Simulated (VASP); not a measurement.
# BP (I-4m2) in VASP: single point with PBE

Aim: the single point of BP with PBE.

Everything below comes from runs of VASP 6.6.1. Logs are shortened: lines on timing, memory, paths and dates and some standing lists are left out, and cuts for length are marked.

## 1. The cell of the first run

It takes space group I-4m2 (No. 119, tetragonal). The conventional cell has a = 3.164 Å, b = 3.164 Å, c = 4.699 Å, α = 90.00°, β = 90.00°, γ = 90.00°. B (site symmetry -4m2) has 4 P at 1.97 Å within 2.6 Å. P (site symmetry -4m2) has 4 B at 1.97 Å within 2.6 Å.

## 2. Single point, PBE

INCAR reads:

```
ALGO = Normal
EDIFF = 1E-6
ENCUT = 520
GGA = PE
ISIF = 2
ISMEAR = 0
LASPH = T
LCHARG = T
LELF = T
LREAL = F
LVHAR = T
LWAVE = F
NBANDS = 11
NELM = 60
PREC = Accurate
SIGMA = 0.05
```

KPOINTS reads:

```
k-points
0
Gamma
  12 12 12
```

POSCAR reads:

```
BP
1.0
    0.0000000000      2.2374655782      2.3493388571
    2.2374655782      0.0000000000      2.3493388571
    2.2374655782      2.2374655782      0.0000000000
B P
1 1
Direct
    0.0000000000      0.0000000000      0.0000000000
    0.7500000000      0.7500000000      0.7500000000
```

Potentials or basis: VASP PAW PBE potentials, release 64 (B, P).

Run with:

```bash
$ cat potpaw_PBE.64/B/POTCAR potpaw_PBE.64/P/POTCAR > POTCAR
$ mpirun -np 1 vasp_std > vasp.out
```

OUTCAR:

```text
EDIFF = 1E-6
   ENCUT = 520
   GGA = PE
   ISIF = 2
   ISMEAR = 0
   LASPH = T
   LREAL = F
   NELM = 60
   PREC = Accurate

 ion  position               nearest neighbor table
   1  0.000  0.000  0.000-   2 1.97   2 1.97   2 1.97   2 1.97
   2  0.750  0.750  0.750-   1 1.97   1 1.97   1 1.97   1 1.97

  LATTYP: Found a body centered tetragonal cell.
 ALAT       =     3.1642541660
 C/A-ratio  =     1.4849242405

  Lattice vectors:

 A1 = (  -2.2374655782,   0.0000000000,   2.3493388571)
 A2 = (   2.2374655782,   0.0000000000,   2.3493388571)
 A3 = (   0.0000000000,   2.2374655782,  -2.3493388571)

Analysis of symmetry for initial positions (statically):
=====================================================================
 Subroutine PRICEL returns:
 Original cell was already a primitive cell.

 Routine SETGRP: Setting up the symmetry group for a
 body centered tetragonal supercell.

 Subroutine GETGRP returns: Found  8 space group operations
 (whereof  8 operations were pure point group operations)
 out of a pool of 16 trial point group operations.

The static configuration has the point symmetry D_2d.

Analysis of symmetry for dynamics (positions and initial velocities):
=====================================================================
 Subroutine PRICEL returns:
 Original cell was already a primitive cell.

 Routine SETGRP: Setting up the symmetry group for a
 body centered tetragonal supercell.

 Subroutine GETGRP returns: Found  8 space group operations
 (whereof  8 operations were pure point group operations)
 out of a pool of 16 trial point group operations.

The dynamic configuration has the point symmetry D_2d.

 Subroutine INISYM returns: Found  8 space group operations
 (whereof  8 operations are pure point group operations),
 and found     1 'primitive' translations

----------------------------------------------------------------------------------------

                                     Primitive cell

  volume of cell :      23.5228

  direct lattice vectors                    reciprocal lattice vectors
     0.000000000  2.237465578  2.349338857    -0.223467125  0.223467125  0.212825833
     2.237465578  0.000000000  2.349338857     0.223467125 -0.223467125  0.212825833
     2.237465578  2.237465578  0.000000000     0.223467125  0.223467125 -0.212825833

  length of vectors
     3.244325088  3.244325088  3.164254166     0.381011742  0.381011742  0.381011742

  position of ions in fractional coordinates (direct lattice)
     0.000000000  0.000000000  0.000000000
     0.750000000  0.750000000  0.750000000

  ion indices of the primitive-cell ions
   primitive index   ion index
                 1           1
                 2           2

----------------------------------------------------------------------------------------

 KPOINTS: k-points

Automatic generation of k-mesh.
 Grid dimensions read from file:
 generate k-points for:   12   12   12

 Generating k-lattice:

  Cartesian coordinates                     Fractional coordinates (reciprocal lattice)
    -0.018622260  0.018622260  0.017735486     0.083333333  0.000000000  0.000000000
     0.018622260 -0.018622260  0.017735486     0.000000000  0.083333333  0.000000000
     0.018622260  0.018622260 -0.017735486     0.000000000  0.000000000  0.083333333

  Length of vectors
     0.031750978  0.031750978  0.031750978

  Shift w.r.t. Gamma in fractional coordinates (k-lattice)
     0.000000000  0.000000000  0.000000000

 Subroutine IBZKPT returns following result:
 ===========================================

 Found    163 irreducible k-points:

 Following reciprocal coordinates:
            Coordinates               Weight
  0.000000  0.000000  0.000000      1.000000
  0.083333 -0.000000  0.000000      8.000000
  0.166667 -0.000000  0.000000      8.000000
  0.250000  0.000000  0.000000      8.000000
  0.333333  0.000000  0.000000      8.000000
  0.416667  0.000000  0.000000      8.000000
[... 16 lines left out ...]
  0.500000  0.166667  0.000000      8.000000
 -0.416667  0.166667  0.000000      8.000000
 [... further k-points ...]
   k-points           NKPTS =    163   k-points in BZ     NKDIM =    163   number of bands    NBANDS=     11
   number of dos      NEDOS =    301   number of ions     NIONS =      2
   total plane-waves  NPLWV =  13824
   dimension x,y,z NGX =    24 NGY =   24 NGZ =   24
   dimension x,y,z NGXF=    48 NGYF=   48 NGZF=   48
   ions per type =               1   1
   NGX,Y,Z   is equivalent  to a cutoff of  12.30, 12.30, 12.61 a.u.
   NGXF,Y,Z  is equivalent  to a cutoff of  24.60, 24.60, 25.22 a.u.
 SYSTEM =  unknown system
   PREC   = accura    normal or accurate (medium, high low for compatibility)
   ISTART =      0    job   : 0-new  1-cont  2-samecut
   ICHARG =      2    charge: 1-file 2-atom 10-const
   ISPIN  =      1    spin polarized calculation?
   LNONCOLLINEAR =      F non collinear calculations
   LSORBIT =      F    spin-orbit coupling
   LASPH  =      T    aspherical Exc in radial PAW
   ENCUT  =  520.0 eV  38.22 Ry    6.18 a.u.   6.03  6.03  5.88*2*pi/ulx,y,z
   NELM   =     60;   NELMIN=  2; NELMDL= -5     # of ELM steps
   EDIFF  = 0.1E-05   stopping-criterion for ELM
   LREAL  =      F    real-space projection
   EDIFFG = 0.1E-04   stopping-criterion for IOM
   NSW    =      0    number of steps for IOM
   IBRION =     -1    ionic relax: 0-MD 1-quasi-New 2-CG
   NFREE  =      0    steps in history (QN), initial steepest desc. (CG)
   ISIF   =      2    stress and relaxation
   ISYM   =      2    0-nonsym 1-usesym 2-fastsym
   POTIM  = 0.5000    time-step for ionic-motion
   TEBEG  =    0.0;   TEEND  =   0.0 temperature during run
   PSTRESS=    0.0 pullay stress
   NELECT =       8.0000    total number of electrons
   NUPDOWN=      -1.0000    fix difference up-down
   EMIN   =  10.00;   EMAX   =-10.00  energy-range for DOS
   EFERMI =   0.00;   METHOD = LEGACY
   ISMEAR =     0;   SIGMA  =   0.05  broadening in eV -4-tet -1-fermi 0-gaus
   EFERMI_NEDOS =   21; number of points for ismear=-14 and -15
   IALGO  =     38    algorithm
   IMIX   =      4    mixing-type and parameters
     AMIX     =   0.40;   BMIX     =  1.00
     AMIX_MAG =   1.60;   BMIX_MAG =  1.00
  volume/ion in A,a.u.               =      11.76        79.37
  Fermi-wavevector in a.u.,A,eV,Ry     =   1.142726  2.159439 17.766790  1.305822
  Thomas-Fermi vector in A             =   2.279423
   LORBIT       =      0    0 simple, 1 ext, 2 COOP (PROOUT), +10 PAW based schemes
   GGA     = PE    functional components
   LHFCALC =     F    Hartree Fock is set to
   AEXX    =    0.0000 exact exchange contribution
   IVDW    =     0    specifies the selected vdW correction
   LEPSILON=     F    determine dielectric tensor
   LRPA    =     F    only Hartree local field effects (RPA)
 non-spin polarized calculation
 Gauss-broadening in eV      SIGMA  =   0.05
  energy-cutoff  :      520.00
  volume of cell :       23.52
 maximum number of plane-waves:       652
   NGX = 13   NGY = 13   NGZ = 11

 number of electron       8.0000000 magnetization

 Free energy of the ion-electron system (eV)
  ---------------------------------------------------
  ext. energy  EPLUGINS =         0.00000000
  ---------------------------------------------------
  free energy    TOTEN  =       -12.89875601 eV

  energy without entropy =      -12.89875601  energy(sigma->0) =      -12.89875601

 E-fermi :   7.7162     XC(G=0): -10.8809

 val. band max:        7.5255744182   @ k =   0.0000   0.0000   0.0000
 cond. band min:       8.4046538541   @ k =   0.4167   0.0000   0.4167
 fundamental gap:      0.8790794360
 Fermi energy:         7.7162225240

 k-point     1 :       0.0000    0.0000    0.0000
  band No.  band energies     occupation
      1      -8.0446      2.00000
      2       7.0212      2.00000
      3       7.5256      2.00000
      4       7.5256      2.00000
      5      10.6704      0.00000
      6      10.6704      0.00000
      7      10.9393      0.00000
      8      14.5799      0.00000
      9      18.7327      0.00000
     10      18.8762      0.00000
     11      20.1140      0.00000

 k-point     2 :       0.0833   -0.0000    0.0000
  band No.  band energies     occupation
      1      -7.9199      2.00000
      2       6.3402      2.00000
      3       7.0270      2.00000
      4       7.3248      2.00000
      5      10.9277      0.00000
      6      10.9711      0.00000
      7      11.3053      0.00000
      8      14.9527      0.00000
      9      18.3321      0.00000
     10      19.2397      0.00000
     11      19.5096      0.00000

 k-point     3 :       0.1667   -0.0000    0.0000
  band No.  band energies     occupation
      1      -7.5491      2.00000
      2       4.5260      2.00000
      3       6.4954      2.00000
      4       6.9076      2.00000
      5      11.1756      0.00000
      6      11.6150      0.00000
      7      11.8540      0.00000
      8      15.8891      0.00000
      9      17.8619      0.00000
     10      18.6926      0.00000
     11      20.0903      0.00000

 k-point     4 :       0.2500    0.0000    0.0000
  band No.  band energies     occupation
      1      -6.9442      2.00000
      2       2.5338      2.00000
      3       5.9989      2.00000
      4       6.4973      2.00000
      5      11.1315      0.00000
      6      12.1679      0.00000
      7      12.2146      0.00000
      8      16.8687      0.00000
      9      18.1170      0.00000
     10      18.4920      0.00000
     11      20.4452      0.00000
[... 239 lines left out ...]
 k-point    22 :       0.4167    0.1667    0.0000
  band No.  band energies     occupation
      1      -5.5110      2.00000
      2       0.4378      2.00000
      3       3.9375      2.00000
      4       5.0281      2.00000
      5      10.8099      0.00000
      6      13.5025      0.00000
      7      14.3060      0.00000
      8      15.1068      0.00000
      9      20.0222      0.00000
     10      21.8318      0.00000
     11      22.4405      0.00000

 k-point    23 :       0.5000    0.1667    0.0000
  band No.  band energies     occupation
      1      -4.6638      2.00000
      2      -0.8895      2.00000
      3       3.4419      2.00000
      4       5.1255      2.00000
      5      10.9793      0.00000
      6      13.3648      0.00000
      7      13.9927      0.00000
      8      16.7705      0.00000
      9      19.7433      0.00000
     10      21.8068      0.00000
     11      23.1731      0.00000

 k-point    24 :      -0.4167    0.1667    0.0000
  band No.  band energies     occupation
      1      -4.4083      2.00000
      2      -1.2261      2.00000
      3       3.1414      2.00000
      4       5.4002      2.00000
      5      11.2776      0.00000
      6      13.2801      0.00000
      7      13.6291      0.00000
      8      17.8289      0.00000
      9      19.5309      0.00000
     10      20.0537      0.00000
     11      23.1720      0.00000

 [... further k-points ...]
[... 5 lines left out ...]
  --------------------------------------------------------------------------------------
  -------------------------------------------------------------------------------------
  Total        0.6421492      0.6421492     -1.3920584      0.0000000      0.0000000      0.0000000
  in kB       43.7379221     43.7379221    -94.8155698      0.0000000      0.0000000      0.0000000
  external PRESSURE =      -2.4465752 kB  Pullay stress =       0.0000000 kB

 VOLUME and BASIS-vectors are now :
 -----------------------------------------------------------------------------
  energy-cutoff  :      520.00
  volume of cell :       23.52
      direct lattice vectors                 reciprocal lattice vectors
     0.000000000  2.237465578  2.349338857    -0.223467125  0.223467125  0.212825833
     2.237465578  0.000000000  2.349338857     0.223467125 -0.223467125  0.212825833
     2.237465578  2.237465578  0.000000000     0.223467125  0.223467125 -0.212825833

 POSITION                                       TOTAL-FORCE (eV/Angst)
 -----------------------------------------------------------------------------------
      0.00000      0.00000      0.00000         0.000000      0.000000      0.000000
      3.35620      3.35620      3.52401        -0.000000     -0.000000     -0.000000
 -----------------------------------------------------------------------------------
    total drift:                               -0.000000     -0.000000     -0.000000

  FREE ENERGIE OF THE ION-ELECTRON SYSTEM (eV)
  ---------------------------------------------------
  free  energy   TOTEN  =       -12.8987560076 eV

  energy  without entropy=      -12.8987560076  energy(sigma->0) =      -12.89875601
```

Run time: 20 s. Hardware: 1 thread of Intel Xeon Platinum 8259CL at 2.50GHz (Skylake/Cascade Lake), shared host; peak memory 0.16 GiB.

What came out:

* Free energy: -12.8988 eV
* Pressure: -0.2 GPa
* Band gap on the k mesh: 0.88 eV, indirect (least direct gap 3.14 eV)

Stress tensor (GPa, compression positive):
```
 4.37  0.00  0.00
 0.00  4.37  0.00
 0.00  0.00 -9.48
```
